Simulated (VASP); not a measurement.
Input of a VASP 6.6.1 run:

File INCAR:

```
  ALGO = Normal
  EDIFF = 1E-6
  EDIFFG = -0.005
  ENCUT = 600
  IBRION = 2
  ISIF = 3
  ISMEAR = 0
  LASPH = T
  LCHARG = F
  LREAL = F
  LWAVE = F
  NELM = 100
  NSW = 70
  PREC = Accurate
  SIGMA = 0.1
```

Contents of KPOINTS:

```
k-points
0
Gamma
  9 9 8
```

Contents of POSCAR:

```
CoSn
1.0
    5.2966106598      0.0000000000      0.0000000000
   -2.6483053299      4.5869993854      0.0000000000
    0.0000000000      0.0000000000      4.2302439068
Co Sn
3 3
Direct
    0.0000000000      0.5000000000      0.0000000000
    0.5000000000      0.5000000000      0.0000000000
    0.5000000000      0.0000000000      0.0000000000
    0.6666666667      0.3333333333      0.5000000000
    0.3333333333      0.6666666667      0.5000000000
    0.0000000000      0.0000000000      0.0000000000
```

Potentials or basis: VASP PAW LDA potentials, release 64 (Co, Sn_d).

The run is started by

```bash
$ cat potpaw_LDA.64/Co/POTCAR potpaw_LDA.64/Sn_d/POTCAR > POTCAR
$ mpirun -np 1 vasp_std > vasp.out
```

Problem. What does it give for the space group after relaxing (to 0.05 Å)?

Solution. P6/mmm (No. 191).

Problem. What does it give for the relaxed volume?

Solution. 15.95 Å³/atom.

Problem. Predict the relaxed cell.

Solution. a = 5.176 Å, b = 5.176 Å, c = 4.126 Å, α = 90.00°, β = 90.00°, γ = 120.00°.

Step by step:
| step | energy change (eV) | largest force (eV/Å) | pressure (GPa) | volume (Å³) |
| --- | --- | --- | --- | --- |
| 1 | 0.0000 | 0.0000 | -9.43 | 102.78 |
| 2 | 0.0849 | 0.0000 | 14.92 | 88.49 |
| 3 | -0.2251 | 0.0000 | -0.16 | 95.78 |
| 4 | -0.2252 | 0.0000 | 0.08 | 95.65 |
| 5 | -0.2252 | 0.0000 | -0.10 | 95.75 |
| 6 | -0.2252 | 0.0000 | 0.02 | 95.71 |

Caveat: spin-orbit coupling is left out, which moves the levels of the heavy elements. Spin polarisation is off, so any magnetic state and its effect on volume and gap are missing.
